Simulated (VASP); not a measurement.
A run of VASP 6.6.1:

Contents of INCAR:

```
  PREC = Accurate
  ENCUT = 520
  EDIFF = 1E-6
  ISMEAR = -1
  SIGMA = 0.05
  LREAL = F
  LASPH = T
  NELM = 80
  ALGO = Normal
  ISIF = 2
  LWAVE = F
  LCHARG = F
  NBANDS = 16
```

File KPOINTS:

```
Automatic mesh
0
Gamma
  7 7 9
```

File POSCAR:

```
Al2Cu
1.0
    4.0435899399      0.0000000000      0.0000000000
    0.0000000000      4.0435899399      0.0000000000
    0.0000000000      0.0000000000      2.8212399776
Cu Al
1 2
Direct
    0.0000000000      0.0000000000      0.0000000000
    0.0000000000      0.5000000000      0.5000000000
    0.5000000000      0.0000000000      0.5000000000
```

Potentials or basis: VASP PAW LDA potentials, release 64 (Cu, Al).

Launch:

```bash
$ cat potpaw_LDA.64/Cu/POTCAR potpaw_LDA.64/Al/POTCAR > POTCAR
$ mpirun -np 1 vasp_std > vasp.out
```

Hardware: 1 thread of Intel(R) Xeon(R) Platinum 8375C CPU @ 2.90GHz (Ice Lake), with other jobs on the host.

Question: Estimate the wall time of this run.

Answer: It took 25 s on 1 thread of Intel(R) Xeon(R) Platinum 8375C CPU @ 2.90GHz (Ice Lake), with other jobs on the host, peak memory 0.15 GiB. Counts: scf iterations 14, k points 50.
